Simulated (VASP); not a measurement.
Input of a VASP 6.6.1 run:

The input INCAR:

```
PREC = Accurate
ENCUT = 520
EDIFF = 1E-7
ISMEAR = 0
SIGMA = 0.15
LREAL = F
LASPH = T
NELM = 60
ALGO = Normal
ISIF = 2
LWAVE = F
LCHARG = T
GGA = PS
LELF = T
LVHAR = T
NBANDS = 9
```

File KPOINTS:

```
regular mesh
0
Gamma
  24 24 14
```

The input POSCAR:

```
Be
1.0
    2.3339945147      0.0000000000      0.0000000000
   -1.1669972574      2.0212985420      0.0000000000
    0.0000000000      0.0000000000      3.6549135000
Be
2
Direct
    0.3333333333      0.6666666667      0.2500000000
    0.6666666667      0.3333333333      0.7500000000
```

Potentials or basis: VASP PAW PBE potentials, release 64 (Be).

Command:

```bash
$ cat potpaw_PBE.64/Be/POTCAR > POTCAR
$ mpirun -np 1 vasp_std > vasp.out
```

Q: What does it give for the pressure?

A: -9.8 GPa.

Q: Predict the band gap on the k mesh.

A: Zero (bands 2 and 3 overlap by 1.99 eV).

Stress tensor (GPa, compression positive):
```
-9.87  0.00  0.00
 0.00 -9.87  0.00
 0.00  0.00 -9.56
```

Caveat: the cell differs from its parent crystal (strain +0.015 along x and y, +0.015 along z); the cell stands under tension; the PAW data sets were made with another functional, which shifts forces and pressure a little.
